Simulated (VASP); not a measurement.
# GaP4 (I-43m) in VASP: density of states with PBE

Aim: the density of states of GaP4 with PBE.

Program: VASP 6.6.1. These are calculated values, not measurements. Logs are shortened: lines on timing, memory, paths and dates and some standing lists are left out, and cuts for length are marked.

**1. The cell of the first run**

The structure is cubic, space group I-43m (No. 217). Conventional cell: a = 6.109 Å, b = 6.109 Å, c = 6.109 Å, α = 90.00°, β = 90.00°, γ = 90.00°. P (site symmetry 3m) has 1 Ga at 1.85 Å within 2.5 Å. Ga (site symmetry -43m) has 4 P at 1.85 Å within 2.5 Å.

**2. Density of states, PBE**

POSCAR

```
GaP4
1.0
   -3.0546340000      3.0546340000      3.0546340000
    3.0546340000     -3.0546340000      3.0546340000
    3.0546340000      3.0546340000     -3.0546340000
P Ga
4 1
Direct
    0.3496000000      0.3496000000      0.3496000000
    0.6504000000      0.0000000000      0.0000000000
    0.0000000000      0.0000000000      0.6504000000
    0.0000000000      0.6504000000      0.0000000000
    0.0000000000      0.0000000000      0.0000000000
```

INCAR.step1

```
SYSTEM = GaP4
PREC = Accurate
ENCUT = 520
EDIFF = 1E-6
ISMEAR = 1
SIGMA = 0.2939
LREAL = .FALSE.
LASPH = .TRUE.
NELM = 80
ALGO = Normal
ISIF = 2
LWAVE = .FALSE.
LCHARG = .TRUE.
GGA = PE
NBANDS = 24
```

KPOINTS.step1

```
Automatic mesh
0
G
  8 8 8
  0 0 0
```

INCAR.step2

```
SYSTEM = GaP4
PREC = Accurate
ENCUT = 520
EDIFF = 1E-6
ISMEAR = -5
SIGMA = 0.2939
LREAL = .FALSE.
LASPH = .TRUE.
NELM = 80
ALGO = Normal
ISIF = 2
LWAVE = .FALSE.
LCHARG = .FALSE.
GGA = PE
LORBIT = 11
NEDOS = 2001
ICHARG = 11
```

KPOINTS.step2

```
Automatic mesh
0
G
  12 12 12
  0 0 0
```

Potentials or basis: VASP PAW PBE potentials, release 64 (P, Ga_d).

Launch:

```bash
cat potpaw_PBE.64/P/POTCAR potpaw_PBE.64/Ga_d/POTCAR > POTCAR
cp INCAR.step1 INCAR
cp KPOINTS.step1 KPOINTS
mpirun -np 1 vasp_std > vasp.out
cp INCAR.step2 INCAR
cp KPOINTS.step2 KPOINTS
mpirun -np 1 vasp_std > vasp.out
```

OUTCAR:

```text
SYSTEM = GaP4
   PREC = Accurate
   ENCUT = 520
   EDIFF = 1E-6
   ISMEAR = -5
   LREAL = .FALSE.
   LASPH = .TRUE.
   NELM = 80
   ISIF = 2
   GGA = PE
   LORBIT = 11
   ICHARG = 11

 ion  position               nearest neighbor table
   1  0.350  0.350  0.350-   5 1.85
   2  0.650  0.000  0.000-   5 1.85
   3  0.000  0.000  0.650-   5 1.85
   4  0.000  0.650  0.000-   5 1.85
   5  0.000  0.000  0.000-   1 1.85   2 1.85   3 1.85   4 1.85

  LATTYP: Found a body centered cubic cell.
 ALAT       =     6.1092680000

  Lattice vectors:

 A1 = (  -3.0546340000,   3.0546340000,   3.0546340000)
 A2 = (   3.0546340000,  -3.0546340000,   3.0546340000)
 A3 = (   3.0546340000,   3.0546340000,  -3.0546340000)

Analysis of symmetry for initial positions (statically):
=====================================================================
 Subroutine PRICEL returns:
 Original cell was already a primitive cell.

 Routine SETGRP: Setting up the symmetry group for a
 body centered cubic supercell.

 Subroutine GETGRP returns: Found 24 space group operations
 (whereof 24 operations were pure point group operations)
 out of a pool of 48 trial point group operations.

The static configuration has the point symmetry T_d .

Analysis of symmetry for dynamics (positions and initial velocities):
=====================================================================
 Subroutine PRICEL returns:
 Original cell was already a primitive cell.

 Routine SETGRP: Setting up the symmetry group for a
 body centered cubic supercell.

 Subroutine GETGRP returns: Found 24 space group operations
 (whereof 24 operations were pure point group operations)
 out of a pool of 48 trial point group operations.

The dynamic configuration has the point symmetry T_d .

 Subroutine INISYM returns: Found 24 space group operations
 (whereof 24 operations are pure point group operations),
 and found     1 'primitive' translations

----------------------------------------------------------------------------------------

                                     Primitive cell

  volume of cell :     114.0086

  direct lattice vectors                    reciprocal lattice vectors
    -3.054634000  3.054634000  3.054634000     0.000000000  0.163685731  0.163685731
     3.054634000 -3.054634000  3.054634000     0.163685731  0.000000000  0.163685731
     3.054634000  3.054634000 -3.054634000     0.163685731  0.163685731  0.000000000

  length of vectors
     5.290781287  5.290781287  5.290781287     0.231486581  0.231486581  0.231486581

  position of ions in fractional coordinates (direct lattice)
     0.349600000  0.349600000  0.349600000
     0.650400000  0.000000000  0.000000000
     0.000000000  0.000000000  0.650400000
     0.000000000  0.650400000  0.000000000
     0.000000000  0.000000000  0.000000000

  ion indices of the primitive-cell ions
   primitive index   ion index
                 1           1
                 2           2
                 3           3
                 4           4
                 5           5

----------------------------------------------------------------------------------------

 KPOINTS: Automatic mesh

Automatic generation of k-mesh.
 Grid dimensions read from file:
 generate k-points for:   12   12   12

 Generating k-lattice:

  Cartesian coordinates                     Fractional coordinates (reciprocal lattice)
     0.000000000  0.013640478  0.013640478     0.083333333  0.000000000  0.000000000
     0.013640478  0.000000000  0.013640478     0.000000000  0.083333333  0.000000000
     0.013640478  0.013640478  0.000000000     0.000000000  0.000000000  0.083333333

  Length of vectors
     0.019290548  0.019290548  0.019290548

  Shift w.r.t. Gamma in fractional coordinates (k-lattice)
     0.000000000  0.000000000  0.000000000

 TETIRR: Found   1910 inequivalent tetrahedra from    10368

 Subroutine IBZKPT returns following result:
 ===========================================

 Found     72 irreducible k-points:

 Following reciprocal coordinates:
            Coordinates               Weight
  0.000000  0.000000  0.000000      1.000000
  0.083333  0.000000  0.000000     12.000000
  0.166667  0.000000  0.000000     12.000000
  0.250000  0.000000  0.000000     12.000000
  0.333333  0.000000  0.000000     12.000000
  0.416667  0.000000  0.000000     12.000000
[... 16 lines left out ...]
  0.333333  0.083333  0.083333     24.000000
  0.416667  0.083333  0.083333     12.000000
 [... further k-points ...]
   k-points           NKPTS =     72   k-points in BZ     NKDIM =     72   number of bands    NBANDS=     20
   number of dos      NEDOS =   2001   number of ions     NIONS =      5
   total plane-waves  NPLWV =  64000
   dimension x,y,z NGX =    40 NGY =   40 NGZ =   40
   dimension x,y,z NGXF=    80 NGYF=   80 NGZF=   80
   ions per type =               4   1
   NGX,Y,Z   is equivalent  to a cutoff of  12.57, 12.57, 12.57 a.u.
   NGXF,Y,Z  is equivalent  to a cutoff of  25.14, 25.14, 25.14 a.u.
 SYSTEM =  GaP4
   PREC   = accura    normal or accurate (medium, high low for compatibility)
   ISTART =      0    job   : 0-new  1-cont  2-samecut
   ICHARG =     11    charge: 1-file 2-atom 10-const
   ISPIN  =      1    spin polarized calculation?
   LNONCOLLINEAR =      F non collinear calculations
   LSORBIT =      F    spin-orbit coupling
   LASPH  =      T    aspherical Exc in radial PAW
   ENCUT  =  520.0 eV  38.22 Ry    6.18 a.u.   9.84  9.84  9.84*2*pi/ulx,y,z
   NELM   =     80;   NELMIN=  2; NELMDL=  0     # of ELM steps
   EDIFF  = 0.1E-05   stopping-criterion for ELM
   LREAL  =      F    real-space projection
   EDIFFG = 0.1E-04   stopping-criterion for IOM
   NSW    =      0    number of steps for IOM
   IBRION =     -1    ionic relax: 0-MD 1-quasi-New 2-CG
   NFREE  =      0    steps in history (QN), initial steepest desc. (CG)
   ISIF   =      2    stress and relaxation
   ISYM   =      2    0-nonsym 1-usesym 2-fastsym
   POTIM  = 0.5000    time-step for ionic-motion
   TEBEG  =    0.0;   TEEND  =   0.0 temperature during run
   PSTRESS=    0.0 pullay stress
   NELECT =      33.0000    total number of electrons
   NUPDOWN=      -1.0000    fix difference up-down
   EMIN   =  10.00;   EMAX   =-10.00  energy-range for DOS
   EFERMI =   0.00;   METHOD = LEGACY
   ISMEAR =    -5;   SIGMA  =   0.29  broadening in eV -4-tet -1-fermi 0-gaus
   EFERMI_NEDOS =   21; number of points for ismear=-14 and -15
   IALGO  =     38    algorithm
   IMIX   =      4    mixing-type and parameters
     AMIX     =   0.40;   BMIX     =  1.00
     AMIX_MAG =   1.60;   BMIX_MAG =  1.00
  volume/ion in A,a.u.               =      22.80       153.87
  Fermi-wavevector in a.u.,A,eV,Ry     =   1.082930  2.046441 15.956054  1.172737
  Thomas-Fermi vector in A             =   2.218983
   LORBIT       =     11    0 simple, 1 ext, 2 COOP (PROOUT), +10 PAW based schemes
   GGA     = PE    functional components
   LHFCALC =     F    Hartree Fock is set to
   AEXX    =    0.0000 exact exchange contribution
   IVDW    =     0    specifies the selected vdW correction
   LEPSILON=     F    determine dielectric tensor
   LRPA    =     F    only Hartree local field effects (RPA)
 non-spin polarized calculation
 Fermi weights with tetrahedron method with Bloechl corrections
  energy-cutoff  :      520.00
  volume of cell :      114.01
 maximum number of plane-waves:      3132

 number of electron      33.0000017 magnetization

 Free energy of the ion-electron system (eV)
  ---------------------------------------------------
  ext. energy  EPLUGINS =         0.00000000
  ---------------------------------------------------
  free energy    TOTEN  =        -9.92572712 eV

  energy without entropy =       -9.92572712  energy(sigma->0) =       -9.92572712

 E-fermi :   3.5839     XC(G=0):  -9.0945

 val. band max:        3.6337782694   @ k =  -0.3333   0.3333   0.1667
 cond. band min:       3.5909513229   @ k =  -0.3333   0.4167   0.0833
 fundamental gap:     -0.0428269465
 Fermi energy:         3.5838698371

 k-point     1 :       0.0000    0.0000    0.0000
  band No.  band energies     occupation
      1     -13.4017      2.00000
      2     -13.4017      2.00000
      3     -13.4017      2.00000
      4     -12.9350      2.00000
      5     -12.9350      2.00000
      6     -10.7172      2.00000
[... 12 lines left out ...]
     19       5.6437      0.00000
     20       5.6437      0.00000

 k-point     2 :       0.0833    0.0000    0.0000
  band No.  band energies     occupation
      1     -13.4018      2.00000
      2     -13.4015      2.00000
      3     -13.4012      2.00000
      4     -12.9351      2.00000
      5     -12.9350      2.00000
      6     -10.6937      2.00000
[... 12 lines left out ...]
     19       5.4680      0.00000
     20       5.6120      0.00000

 k-point     3 :       0.1667    0.0000    0.0000
  band No.  band energies     occupation
      1     -13.4020      2.00000
      2     -13.4009      2.00000
      3     -13.3998      2.00000
      4     -12.9353      2.00000
      5     -12.9352      2.00000
      6     -10.6267      2.00000
[... 12 lines left out ...]
     19       5.0410      0.00000
     20       5.5121      0.00000

 k-point     4 :       0.2500    0.0000    0.0000
  band No.  band energies     occupation
      1     -13.4023      2.00000
      2     -13.4002      2.00000
      3     -13.3980      2.00000
      4     -12.9357      2.00000
      5     -12.9354      2.00000
      6     -10.5281      2.00000
[... 429 lines left out ...]
 k-point    23 :       0.3333    0.0833    0.0833
  band No.  band energies     occupation
      1     -13.4024      2.00000
      2     -13.3992      2.00000
      3     -13.3951      2.00000
      4     -12.9361      2.00000
      5     -12.9358      2.00000
      6     -10.3201      2.00000
[... 12 lines left out ...]
     19       4.4687      0.00000
     20       5.0092      0.00000

 k-point    24 :       0.4167    0.0833    0.0833
  band No.  band energies     occupation
      1     -13.4025      2.00000
      2     -13.3989      2.00000
      3     -13.3948      2.00000
      4     -12.9362      2.00000
      5     -12.9359      2.00000
      6     -10.2900      2.00000
[... 12 lines left out ...]
     19       4.4561      0.00000
     20       4.8676      0.00000

 [... further k-points ...]
[... 5 lines left out ...]
  --------------------------------------------------------------------------------------
  -------------------------------------------------------------------------------------
  Total       24.0196034     24.0196034     24.0196034      0.0000000      0.0000000      0.0000000
  in kB      337.5505961    337.5505961    337.5505961      0.0000000      0.0000000      0.0000000
  external PRESSURE =     337.5505961 kB  Pullay stress =       0.0000000 kB

 VOLUME and BASIS-vectors are now :
 -----------------------------------------------------------------------------
  energy-cutoff  :      520.00
  volume of cell :      114.01
      direct lattice vectors                 reciprocal lattice vectors
    -3.054634000  3.054634000  3.054634000     0.000000000  0.163685731  0.163685731
     3.054634000 -3.054634000  3.054634000     0.163685731  0.000000000  0.163685731
     3.054634000  3.054634000 -3.054634000     0.163685731  0.163685731  0.000000000

 POSITION                                       TOTAL-FORCE (eV/Angst)
 -----------------------------------------------------------------------------------
      1.06790      1.06790      1.06790         6.763781      6.763781      6.763781
     -1.98673      1.98673      1.98673         6.763781     -6.763781     -6.763781
      1.98673      1.98673     -1.98673        -6.763781     -6.763781      6.763781
      1.98673     -1.98673      1.98673        -6.763781      6.763781     -6.763781
      0.00000      0.00000      0.00000         0.000000     -0.000000      0.000000
 -----------------------------------------------------------------------------------
    total drift:                               -0.000005     -0.000005     -0.000005

  FREE ENERGIE OF THE ION-ELECTRON SYSTEM (eV)
  ---------------------------------------------------
  free  energy   TOTEN  =        -9.9257271219 eV

  energy  without entropy=       -9.9257271219  energy(sigma->0) =       -9.92572712

 total charge

# of ion       s       p       d       tot
------------------------------------------
    1        1.157   1.330   0.000   2.487
    2        1.157   1.330   0.000   2.487
    3        1.157   1.330   0.000   2.487
    4        1.157   1.330   0.000   2.487
    5        1.171   2.006  10.342  13.519
--------------------------------------------------
tot          5.799   7.326  10.342  23.467
```

It took 96 s on 1 thread of Intel Xeon 6975P-C (Granite Rapids), shared host; peak memory 0.33 GiB.

Results:

| Property | Result |
| --- | --- |
| Valence electrons inside the program's atomic spheres | P 2.49; Ga 13.52 |

Caveat: tetrahedron occupations give inexact forces and stress in metals.
